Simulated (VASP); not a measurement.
Here is a VASP 6.6.1 calculation.

The input INCAR:

```
SYSTEM = SiS2
  PREC = Accurate
  ENCUT = 500
  EDIFF = 1E-6
  ISMEAR = 0
  SIGMA = 0.01
  LREAL = .FALSE.
  LASPH = .TRUE.
  NELM = 120
  ALGO = Normal
  ISIF = 2
  LWAVE = .FALSE.
  LCHARG = .TRUE.
  GGA = PE
  LELF = .TRUE.
  LVHAR = .TRUE.
  NBANDS = 25
  GGA_COMPAT = .FALSE.
```

The input KPOINTS:

```
Automatic mesh
0
G
  3 3 3
  0 0 0
```

File POSCAR:

```
SiS2
1.0
   -2.7820000000      4.7725000000      2.7760000000
    2.7820000000     -4.7725000000      2.7760000000
    2.7820000000      4.7725000000     -2.7760000000
Si S
2 4
Direct
    0.7500000000      0.7500000000      0.0000000000
    0.2500000000      0.2500000000      0.0000000000
    0.1182000000      0.2088000000      0.3270000000
    0.8818000000      0.7912000000      0.6730000000
    0.6182000000      0.2912000000      0.9094000000
    0.3818000000      0.7088000000      0.0906000000
```

Potentials or basis: VASP PAW PBE potentials, release 64 (Si, S).

Command:

```sh
$ cat potpaw_PBE.64/Si/POTCAR potpaw_PBE.64/S/POTCAR > POTCAR
$ mpirun -np 1 vasp_std > vasp.out
```

What does it give for the largest force?

0.231 eV/Å.

Estimate the band gap on the k mesh.

2.98 eV, indirect (least direct gap 3.45 eV).

Predict the pressure.

2.1 GPa.

Forces in eV/Å, atoms in the order of the input:
```
Si   0.000  0.000  0.000
Si   0.000  0.000  0.000
S    0.171  0.155  0.000
S   -0.171 -0.155  0.000
S   -0.171  0.155  0.000
S    0.171 -0.155  0.000
```

Caveat: the k points lie up to 0.53 Å⁻¹ apart. A k mesh can miss the band edges.
